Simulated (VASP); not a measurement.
# Be4Se3S (an interface model) in VASP: settings compared

Be4Se3S (an interface model) is run at these levels: r2SCAN, PBEsol; tasks: single point.

All numbers are computed with VASP 6.6.1; they aren't measurements. Logs are shortened: lines on timing, memory, paths and dates and some standing lists are left out, and cuts for length are marked.

## Step 1: The cell of the first run

The cell holds layers of an interface, 16 atoms: a = 3.421 Å, b = 4.838 Å, c = 14.684 Å, α = 90.00°, β = 90.00°, γ = 90.00°.

## Step 2: Single point, r2SCAN

The input, POSCAR:

```
Be4Se3S
1.0
    2.4189980000     -2.4189980000      0.0000000000
    0.0000000000      0.0000000000      4.8379970000
  -10.3829300000    -10.3829300000      0.0000000000
Be Se S
8 6 2
Direct
    0.0000000000      0.0105610000      0.4890170000
    0.0000000000      0.9872670000      0.9975330000
    0.0000000000      0.0110760000      0.7449680000
    0.0000000000      0.0129920000      0.2315220000
    0.5000000000      0.5129850000      0.8751860000
    0.5000000000      0.5110640000      0.3617510000
    0.5000000000      0.5105680000      0.6177040000
    0.5000000000      0.4872870000      0.1091950000
    0.0000000000      0.2439350000      0.8732990000
    0.0000000000      0.2449430000      0.3608530000
    0.0000000000      0.2454230000      0.6170710000
    0.5000000000      0.7449510000      0.7458660000
    0.5000000000      0.7439370000      0.2334240000
    0.5000000000      0.7454050000      0.4896420000
    0.0000000000      0.2438130000      0.1117870000
    0.5000000000      0.7437940000      0.9949250000
```

The input, INCAR.step1:

```
SYSTEM = Be4Se3S
PREC = Accurate ; ENCUT = 580
ISMEAR = -1 ; SIGMA = 0.05
LREAL = .False. ; LASPH = .True.
NELM = 120 ; NBANDS = 46
GGA = PE ; ALGO = Normal
EDIFF = 1E-5 ; LWAVE = .True.
LCHARG = .False. ; GGA_COMPAT = .False.
```

The input, INCAR.step2:

```
SYSTEM = Be4Se3S
PREC = Accurate ; ENCUT = 580
EDIFF = 1E-6 ; ISMEAR = -1
SIGMA = 0.05 ; LREAL = .False.
LASPH = .True. ; NELM = 120
ALGO = Normal ; ISIF = 2
LWAVE = .False. ; LCHARG = .True.
METAGGA = R2SCAN ; LMIXTAU = .True.
LELF = .True. ; LVHAR = .True.
NBANDS = 46 ; ISTART = 1
GGA_COMPAT = .False.
```

The input, KPOINTS:

```
Automatic mesh
0
Gamma
  4 3 1
  0 0 0
```

Potentials or basis: VASP PAW PBE potentials, release 64 (Be, Se, S).

Started as:

```bash
$ cat potpaw_PBE.64/Be/POTCAR potpaw_PBE.64/Se/POTCAR potpaw_PBE.64/S/POTCAR > POTCAR
$ cp INCAR.step1 INCAR
$ mpirun -np 1 vasp_std > vasp.out
$ cp INCAR.step2 INCAR
$ mpirun -np 1 vasp_std > vasp.out
```

OUTCAR:

```text
SYSTEM = Be4Se3S
   PREC = Accurate
   ENCUT = 580
   EDIFF = 1E-6
   ISMEAR = -1
   LREAL = .False.
   LASPH = .True.
   NELM = 120
   ISIF = 2
   METAGGA = R2SCAN
   ISTART = 1

 ion  position               nearest neighbor table
   1  0.000  0.011  0.489-  14 2.14  14 2.14  11 2.20  10 2.20
   2  0.000  0.987  0.998-  16 2.08  16 2.08  15 2.09   9 2.21
   3  0.000  0.011  0.745-  12 2.14  12 2.14  11 2.19   9 2.20
   4  0.000  0.013  0.232-  15 2.08  13 2.15  13 2.15  10 2.21
   5  0.500  0.513  0.875-  16 2.08   9 2.15   9 2.15  12 2.21
   6  0.500  0.511  0.362-  10 2.14  10 2.14  14 2.19  13 2.20
[... 8 lines left out ...]
  15  0.000  0.244  0.112-   8 2.08   8 2.08   4 2.08   2 2.09
  16  0.500  0.744  0.995-   2 2.08   2 2.08   5 2.08   8 2.09

  LATTYP: Found a simple orthorhombic cell.
 ALAT       =     3.4209797790
 B/A-ratio  =     1.4142138547
 C/A-ratio  =     4.2922441441

  Lattice vectors:

 A1 = (   2.4189980000,  -2.4189980000,   0.0000000000)
 A2 = (   0.0000000000,   0.0000000000,   4.8379970000)
 A3 = ( -10.3829300000, -10.3829300000,   0.0000000000)

Analysis of symmetry for initial positions (statically):
=====================================================================
 Subroutine PRICEL returns:
 Original cell was already a primitive cell.

 Routine SETGRP: Setting up the symmetry group for a
 simple orthorhombic supercell.

 Subroutine GETGRP returns: Found  2 space group operations
 (whereof  2 operations were pure point group operations)
 out of a pool of  8 trial point group operations.

The static configuration has the point symmetry C_1h.

Analysis of symmetry for dynamics (positions and initial velocities):
=====================================================================
 Subroutine PRICEL returns:
 Original cell was already a primitive cell.

 Routine SETGRP: Setting up the symmetry group for a
 simple orthorhombic supercell.

 Subroutine GETGRP returns: Found  2 space group operations
 (whereof  2 operations were pure point group operations)
 out of a pool of  8 trial point group operations.

The dynamic configuration has the point symmetry C_1h.

 Subroutine INISYM returns: Found  2 space group operations
 (whereof  2 operations are pure point group operations),
 and found     1 'primitive' translations

----------------------------------------------------------------------------------------

                                     Primitive cell

  volume of cell :     243.0250

  direct lattice vectors                    reciprocal lattice vectors
     2.418998000 -2.418998000  0.000000000     0.206697153 -0.206697153  0.000000000
     0.000000000  0.000000000  4.837997000     0.000000000  0.000000000  0.206697110
   -10.382930000-10.382930000  0.000000000    -0.048155964 -0.048155964  0.000000000

  length of vectors
     3.420979779  4.837997000 14.683680423     0.292313917  0.206697110  0.068102817

  position of ions in fractional coordinates (direct lattice)
     0.000000000  0.010561000  0.489017000
     0.000000000  0.987267000  0.997533000
     0.000000000  0.011076000  0.744968000
     0.000000000  0.012992000  0.231522000
     0.500000000  0.512985000  0.875186000
     0.500000000  0.511064000  0.361751000
[... 8 lines left out ...]
     0.000000000  0.243813000  0.111787000
     0.500000000  0.743794000  0.994925000

  ion indices of the primitive-cell ions
   primitive index   ion index
                 1           1
                 2           2
                 3           3
                 4           4
                 5           5
                 6           6
[... 8 lines left out ...]
                15          15
                16          16

----------------------------------------------------------------------------------------

 KPOINTS: Automatic mesh

Automatic generation of k-mesh.
 Grid dimensions read from file:
 generate k-points for:    4    3    1

 Generating k-lattice:

  Cartesian coordinates                     Fractional coordinates (reciprocal lattice)
     0.051674288 -0.051674288  0.000000000     0.250000000  0.000000000  0.000000000
     0.000000000  0.000000000  0.068899037     0.000000000  0.333333333  0.000000000
    -0.048155964 -0.048155964  0.000000000     0.000000000  0.000000000  1.000000000

  Length of vectors
     0.073078479  0.068899037  0.068102817

  Shift w.r.t. Gamma in fractional coordinates (k-lattice)
     0.000000000  0.000000000  0.000000000

 Subroutine IBZKPT returns following result:
 ===========================================

 Found      6 irreducible k-points:

 Following reciprocal coordinates:
            Coordinates               Weight
  0.000000  0.000000  0.000000      1.000000
  0.250000  0.000000  0.000000      2.000000
  0.500000  0.000000  0.000000      1.000000
  0.000000  0.333333  0.000000      2.000000
  0.250000  0.333333  0.000000      4.000000
  0.500000  0.333333  0.000000      2.000000
   k-points           NKPTS =      6   k-points in BZ     NKDIM =      6   number of bands    NBANDS=     46
   number of dos      NEDOS =    301   number of ions     NIONS =     16
   total plane-waves  NPLWV = 134400
   dimension x,y,z NGX =    28 NGY =   40 NGZ =  120
   dimension x,y,z NGXF=    56 NGYF=   80 NGZF=  240
   ions per type =               8   6   2
   NGX,Y,Z   is equivalent  to a cutoff of  13.61, 13.75, 13.59 a.u.
   NGXF,Y,Z  is equivalent  to a cutoff of  27.21, 27.49, 27.17 a.u.
 SYSTEM =  Be4Se3S
   PREC   = accura    normal or accurate (medium, high low for compatibility)
   ISTART =      1    job   : 0-new  1-cont  2-samecut
   ICHARG =      0    charge: 1-file 2-atom 10-const
   ISPIN  =      1    spin polarized calculation?
   LNONCOLLINEAR =      F non collinear calculations
   LSORBIT =      F    spin-orbit coupling
   LASPH  =      T    aspherical Exc in radial PAW
   ENCUT  =  580.0 eV  42.63 Ry    6.53 a.u.   6.72  9.50 28.83*2*pi/ulx,y,z
   NELM   =    120;   NELMIN=  2; NELMDL=  0     # of ELM steps
   EDIFF  = 0.1E-05   stopping-criterion for ELM
   LREAL  =      F    real-space projection
   EDIFFG = 0.1E-04   stopping-criterion for IOM
   NSW    =      0    number of steps for IOM
   IBRION =     -1    ionic relax: 0-MD 1-quasi-New 2-CG
   NFREE  =      0    steps in history (QN), initial steepest desc. (CG)
   ISIF   =      2    stress and relaxation
   ISYM   =      2    0-nonsym 1-usesym 2-fastsym
   POTIM  = 0.5000    time-step for ionic-motion
   TEBEG  =    0.0;   TEEND  =   0.0 temperature during run
   PSTRESS=    0.0 pullay stress
   NELECT =      64.0000    total number of electrons
   NUPDOWN=      -1.0000    fix difference up-down
   EMIN   =  10.00;   EMAX   =-10.00  energy-range for DOS
   EFERMI =   0.00;   METHOD = LEGACY
   ISMEAR =    -1;   SIGMA  =   0.05  broadening in eV -4-tet -1-fermi 0-gaus
   EFERMI_NEDOS =   21; number of points for ismear=-14 and -15
   IALGO  =     38    algorithm
   IMIX   =      4    mixing-type and parameters
     AMIX     =   0.40;   BMIX     =  1.00
     AMIX_MAG =   1.60;   BMIX_MAG =  1.00
  volume/ion in A,a.u.               =      15.19       102.50
  Fermi-wavevector in a.u.,A,eV,Ry     =   1.049344  1.982972 14.981681  1.101122
  Thomas-Fermi vector in A             =   2.184303
   LORBIT       =      0    0 simple, 1 ext, 2 COOP (PROOUT), +10 PAW based schemes
   METAGGA = R2SCAN    functional components
   LHFCALC =     F    Hartree Fock is set to
   AEXX    =    0.0000 exact exchange contribution
   IVDW    =     0    specifies the selected vdW correction
   LEPSILON=     F    determine dielectric tensor
   LRPA    =     F    only Hartree local field effects (RPA)
 non-spin polarized calculation
  energy-cutoff  :      580.00
  volume of cell :      243.03
 maximum number of plane-waves:      7758
 NGX is ok and might be reduce to    28
   NGX = 13   NGY = 19   NGZ = 57

 number of electron      64.0000003 magnetization

 Free energy of the ion-electron system (eV)
  ---------------------------------------------------
  ext. energy  EPLUGINS =         0.00000000
  ---------------------------------------------------
  free energy    TOTEN  =      -151.56094506 eV

  energy without entropy =     -151.56094506  energy(sigma->0) =     -151.56094506

 E-fermi :   5.6254     XC(G=0): -10.2399

 val. band max:        4.5665935351   @ k =   0.0000   0.0000   0.0000
 cond. band min:       6.6970909509   @ k =   0.0000   0.0000   0.0000
 fundamental gap:      2.1304974159
 Fermi energy:         5.6254197993

 k-point     1 :       0.0000    0.0000    0.0000
  band No.  band energies     occupation
      1     -10.8199      2.00000
      2     -10.3975      2.00000
      3     -10.3220      2.00000
      4      -9.3620      2.00000
      5      -9.3518      2.00000
      6      -8.6888      2.00000
[... 36 lines left out ...]
     43      10.5163      0.00000
     44      10.6082      0.00000

 k-point     2 :       0.2500    0.0000    0.0000
  band No.  band energies     occupation
      1     -10.3127      2.00000
      2      -9.9087      2.00000
      3      -9.8245      2.00000
      4      -9.0259      2.00000
      5      -8.9915      2.00000
      6      -8.5888      2.00000
[... 36 lines left out ...]
     43      10.5337      0.00000
     44      10.7454      0.00000

 k-point     3 :       0.5000    0.0000    0.0000
  band No.  band energies     occupation
      1      -9.1975      2.00000
      2      -9.1973      2.00000
      3      -8.8386      2.00000
      4      -8.8386      2.00000
      5      -8.7372      2.00000
      6      -8.7370      2.00000
[... 36 lines left out ...]
     43      10.1874      0.00000
     44      10.1875      0.00000

 k-point     4 :       0.0000    0.3333    0.0000
  band No.  band energies     occupation
      1     -10.3762      2.00000
      2     -10.0073      2.00000
      3      -9.9306      2.00000
      4      -9.3712      2.00000
      5      -9.2680      2.00000
      6      -9.1941      2.00000
[... 36 lines left out ...]
     43      10.6615      0.00000
     44      10.9973      0.00000

 k-point     5 :       0.2500    0.3333    0.0000
  band No.  band energies     occupation
      1      -9.9311      2.00000
      2      -9.5687      2.00000
      3      -9.4893      2.00000
      4      -9.1189      2.00000
      5      -8.9194      2.00000
      6      -8.8647      2.00000
[... 36 lines left out ...]
     43      10.9453      0.00000
     44      11.1014      0.00000

 k-point     6 :       0.5000    0.3333    0.0000
  band No.  band energies     occupation
      1      -9.1297      2.00000
      2      -9.1295      2.00000
      3      -8.7657      2.00000
      4      -8.7657      2.00000
      5      -8.6671      2.00000
      6      -8.6669      2.00000
[... 36 lines left out ...]
     43      10.8904      0.00000
     44      10.8905      0.00000
 [bands above 44 left out]

------------------------ aborting loop because EDIFF is reached ----------------------------------------

  FORCE on cell =-STRESS in cart. coord.  units (eV):
  Direction    XX          YY          ZZ          XY          YZ          ZX
  --------------------------------------------------------------------------------------
  -------------------------------------------------------------------------------------
  Total       12.2576838     12.2576838     14.2921053     -8.7232904     -0.0004058     -0.0004057
  in kB       80.8105329     80.8105329     94.2227475    -57.5095388     -0.0026754     -0.0026749
  external PRESSURE =      85.2812711 kB  Pullay stress =       0.0000000 kB

 VOLUME and BASIS-vectors are now :
 -----------------------------------------------------------------------------
  energy-cutoff  :      580.00
  volume of cell :      243.03
      direct lattice vectors                 reciprocal lattice vectors
     2.418998000 -2.418998000  0.000000000     0.206697153 -0.206697153  0.000000000
     0.000000000  0.000000000  4.837997000     0.000000000  0.000000000  0.206697110
   -10.382930000-10.382930000  0.000000000    -0.048155964 -0.048155964  0.000000000

 POSITION                                       TOTAL-FORCE (eV/Angst)
 -----------------------------------------------------------------------------------
     -5.07743     -5.07743      0.05109         0.000749      0.000749     -0.040017
    -10.35732    -10.35732      4.77639         0.005740      0.005740     -0.000617
     -7.73495     -7.73495      0.05359         0.000585      0.000585     -0.037273
     -2.40388     -2.40388      0.06286        -0.005376     -0.005376     -0.037798
     -7.87750    -10.29649      2.48182         0.004750      0.004750     -0.037968
     -2.54654     -4.96553      2.47253        -0.000499     -0.000499     -0.037474
[... 8 lines left out ...]
     -1.16068     -1.16068      1.17957        -0.000546     -0.000546      0.004381
     -9.12074    -11.53974      3.59847        -0.000449     -0.000449      0.005037
 -----------------------------------------------------------------------------------
    total drift:                               -0.000122     -0.000122     -0.000142

  FREE ENERGIE OF THE ION-ELECTRON SYSTEM (eV)
  ---------------------------------------------------
  free  energy   TOTEN  =      -151.5609450577 eV

  energy  without entropy=     -151.5609450575  energy(sigma->0) =     -151.56094506
```

It took 5.8 min on 1 thread of Intel Xeon Platinum 8375C at 2.90GHz (Ice Lake), shared host; peak memory 0.41 GiB.

What came out:

```yaml
Free_energy: -151.5609 eV
Pressure: 8.5 GPa
Largest_force: 0.040 eV/Å
Band_gap_on_the_k_mesh: 2.13 eV
```

Forces on the atoms (eV/Å):
```
Be   0.001  0.001 -0.040
Be   0.006  0.006 -0.001
Be   0.001  0.001 -0.037
Be  -0.005 -0.005 -0.038
Be   0.005  0.005 -0.038
Be   0.000  0.000 -0.037
Be   0.000  0.000 -0.040
Be  -0.005 -0.005 -0.001
Se   0.004  0.004  0.034
Se  -0.002 -0.002  0.038
Se  -0.001 -0.001  0.039
Se   0.002  0.002  0.038
Se  -0.004 -0.004  0.035
Se   0.001  0.001  0.040
S   -0.001 -0.001  0.004
S    0.000  0.000  0.005
```

Caveat: the k points lie up to 0.46 Å⁻¹ apart; the PAW data sets were made with another functional, which shifts forces and pressure a little.

## Step 3: Single point, PBEsol

The input, INCAR:

```
PREC     = Accurate       # precision mode
ENCUT    = 520            # plane-wave cutoff, eV
EDIFF    = 1E-6           # SCF threshold, eV
ISMEAR   = -1             # smearing method
SIGMA    = 0.05           # smearing width, eV
LREAL    = False          # projectors in reciprocal space
LASPH    = True           # aspherical terms in the spheres
NELM     = 120            # most SCF steps
ALGO     = Normal         # electronic algorithm
ISIF     = 2              # what is computed and relaxed
LWAVE    = False          # write WAVECAR
LCHARG   = False          # write CHGCAR
GGA      = PS             # functional
NBANDS   = 46             # bands
GGA_COMPAT= False
```

The input, KPOINTS:

```
Automatic mesh
0
Gamma
  6 4 2
```

POSCAR, as its differences from that of step 2:

```diff
@@ -4,3 +4,3 @@
     0.0000000000      0.0000000000      4.8379970000
-  -10.3829300000    -10.3829300000      0.0000000000
+  -10.3829304966    -10.3829304966      0.0000000000
 Be Se S
```

Potentials or basis: VASP PAW PBE potentials, release 64 (Be, Se, S).

Started as:

```bash
$ cat potpaw_PBE.64/Be/POTCAR potpaw_PBE.64/Se/POTCAR potpaw_PBE.64/S/POTCAR > POTCAR
$ mpirun -np 1 vasp_std > vasp.out
```

Run time: 4.1 min. Hardware: 1 thread of Intel Xeon Platinum 8375C at 2.90GHz (Ice Lake), shared host; peak memory 0.45 GiB.

Results (log left out):

```yaml
Free_energy: -77.0469 eV
Pressure: 6.2 GPa
Largest_force: 0.015 eV/Å
Band_gap_on_the_k_mesh: 1.55 eV
```

Forces on the atoms (eV/Å):
```
Be   0.001  0.001  0.010
Be  -0.004 -0.004 -0.003
Be   0.001  0.001  0.011
Be   0.005  0.005  0.012
Be  -0.006 -0.006  0.012
Be  -0.001 -0.001  0.011
Be   0.000  0.000  0.011
Be   0.005  0.005 -0.003
Se   0.001  0.001 -0.007
Se   0.001  0.001 -0.011
Se   0.001  0.001 -0.010
Se   0.000  0.000 -0.011
Se   0.000  0.000 -0.007
Se  -0.002 -0.002 -0.009
S    0.001  0.001 -0.003
S   -0.002 -0.002 -0.002
```

Stress tensor (GPa, compression positive):
```
 5.52 -5.24  0.00
-5.24  5.52  0.00
 0.00  0.00  7.54
```

Levels at points of the mesh, in eV from the valence-band top:
| k point | band 30 | band 31 | band 32 | band 33 | band 34 | band 35 |
| --- | --- | --- | --- | --- | --- | --- |
| (0.00, 0.00, 0.00) | -0.41 | -0.31 | 0.00 | 1.55 | 3.15 | 3.44 |
| (0.50, 0.00, 0.00) | -3.02 | -2.20 | -2.20 | 1.98 | 1.98 | 3.47 |
| (0.00, 0.50, 0.00) | -1.28 | -1.27 | -1.27 | 3.10 | 3.10 | 4.27 |
| (0.50, 0.50, 0.00) | -2.10 | -1.61 | -1.61 | 3.83 | 3.83 | 4.99 |
| (0.00, 0.00, 0.50) | -0.70 | -0.30 | 0.00 | 2.24 | 2.26 | 3.82 |
| (0.50, 0.00, 0.50) | -2.62 | -2.52 | -2.52 | 2.33 | 2.33 | 2.50 |
| (0.00, 0.50, 0.50) | -1.30 | -1.30 | -1.30 | 3.57 | 3.57 | 3.64 |
| (0.50, 0.50, 0.50) | -2.06 | -1.77 | -1.77 | 4.41 | 4.41 | 4.58 |

Caveat: the PAW data sets were made with another functional, which shifts forces and pressure a little.
